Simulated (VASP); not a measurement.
Here is a VASP 6.6.1 calculation.

File INCAR:

```
  PREC = Accurate
  ENCUT = 520
  EDIFF = 1E-6
  ISMEAR = -1
  SIGMA = 0.1
  LREAL = F
  LASPH = T
  NELM = 60
  ALGO = Normal
  ISIF = 2
  LWAVE = F
  LCHARG = F
  GGA = CA
  NBANDS = 12
```

KPOINTS

```
Automatic mesh
0
Gamma
  14 14 13
```

POSCAR

```
B
1.0
    2.7925464869      0.0000000000      0.0000000000
   -1.3962732435      2.4184161989      0.0000000000
    0.0000000000      0.0000000000      2.7503005957
B
3
Direct
    0.0000000000      0.0000000000      0.0000000000
    0.3333333333      0.6666666667      0.5000000000
    0.6666666667      0.3333333333      0.5000000000
```

Potentials or basis: VASP PAW LDA potentials, release 64 (B).

Run with:

```console
$ cat potpaw_LDA.64/B/POTCAR > POTCAR
$ mpirun -np 1 vasp_std > vasp.out
```

(1) Predict the pressure.

## Answers

(1) 11.2 GPa.
